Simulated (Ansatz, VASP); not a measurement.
One calculation of W, two programs

The input INCAR:

```
ALGO = Normal
DIPOL = 0.5 0.5 0.500
EDIFF = 1E-7
ENCUT = 520
GGA = PE
IDIPOL = 3
ISIF = 2
ISMEAR = -1
LASPH = True
LCHARG = False
LDIPOL = True
LREAL = False
LWAVE = False
NBANDS = 58
NELM = 80
PREC = Accurate
SIGMA = 0.3
```

KPOINTS

```
k-points
0
Gamma
  11 11 1
```

Contents of POSCAR:

```
W
1.0
    3.1835485389      0.0000000000      0.0000000000
    0.0000000000      3.1835485389      0.0000000000
    0.0000000000      0.0000000000     24.5506456167
W
7
Direct
    0.5000000000      0.5000000000      0.3054909479
    0.0000000000      0.0000000000      0.3703272986
    0.5000000000      0.5000000000      0.4351636493
    0.0000000000      0.0000000000      0.5000000000
    0.5000000000      0.5000000000      0.5648363507
    0.0000000000      0.0000000000      0.6296727014
    0.5000000000      0.5000000000      0.6945090521
```

Input for Ansatz:

```yaml
crystal:
  lattice:
    - [3.1835485389, 0.0, 0.0]
    - [0.0, 3.1835485389, 0.0]
    - [0.0, 0.0, 24.5506456167]
  atoms:
    - { symbol: W, position: [0.5, 0.5, 0.3054909479] }
    - { symbol: W, position: [0.0, 0.0, 0.3703272986] }
    - { symbol: W, position: [0.5, 0.5, 0.4351636493] }
    - { symbol: W, position: [0.0, 0.0, 0.5] }
    - { symbol: W, position: [0.5, 0.5, 0.5648363507] }
    - { symbol: W, position: [0.0, 0.0, 0.6296727014] }
    - { symbol: W, position: [0.5, 0.5, 0.6945090521] }
basis:
  ecutwfc: 420
kpoints:
  mp_grid: { grid: [11, 11, 1] }
hamiltonian:
  xc: pbe
scf:
  occupations: { method: fermi_dirac, width: 0.3 }
output:
  forces: true
  stress: true
  eigenvalues: true
efield:
  axis: 3
  dipole_correction: true
  ramp_width: 0.04
```

Alike in both runs: task single point; functional PBE; k mesh 11 × 11 × 1; occupations fermi-dirac, width 0.3 eV; no spin polarisation.

|  | VASP | Ansatz |
| --- | --- | --- |
| version | VASP 6.6.1 | Ansatz 0.2.0 |
| potentials or method | VASP PAW PBE potentials, release 64 (W_sv), cutoff 520 eV | scalar-relativistic, plane waves, PAW |
| valence electrons in the cell | 98 | 98 |

```csv
,VASP,Ansatz,Ansatz less VASP
gap on the k mesh at the Fermi level (eV),none,none,-
rms of the force components (eV/Å),0.650,0.653,+0.0037
```

Atom by atom the forces differ by 0.010 eV/Å (rms over components). A gap of «none» marks a metal or a gap that the smearing closes.

Spin-orbit coupling is off throughout.
